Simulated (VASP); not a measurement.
A run of VASP 6.6.1:

The input INCAR:

```
  PREC = Accurate
  ENCUT = 520
  EDIFF = 1E-7
  ISMEAR = -1
  SIGMA = 0.1
  LREAL = False
  LASPH = True
  NELM = 80
  ALGO = Normal
  ISIF = 2
  LWAVE = False
  LCHARG = False
  LDIPOL = True
  IDIPOL = 3
  DIPOL = 0.5 0.5 0.500
  NBANDS = 25
```

File KPOINTS:

```
regular mesh
0
Gamma
  16 16 1
```

Contents of POSCAR:

```
Zn
1.0
    2.5745889077      0.0000000000      0.0000000000
   -1.2872944539      2.2296593984      0.0000000000
    0.0000000000      0.0000000000     20.7136000000
Zn
3
Direct
    0.0000000000      0.0000000000      0.3862205764
    0.3333333340      0.6666666660      0.5000000000
    0.0000000000      0.0000000000      0.6137794236
```

Potentials or basis: VASP PAW LDA potentials, release 64 (Zn).

Command:

```console
$ cat potpaw_LDA.64/Zn/POTCAR > POTCAR
$ mpirun -np 1 vasp_std > vasp.out
```

Hardware: 1 thread of Intel(R) Xeon(R) 6975P-C (Granite Rapids), with other jobs on the host.

How long does it take, and how much memory?

Run time: 61 s on 1 thread of Intel(R) Xeon(R) 6975P-C (Granite Rapids), on a shared host, peak memory 0.23 GiB. Counts: scf iterations 23, k points 30.
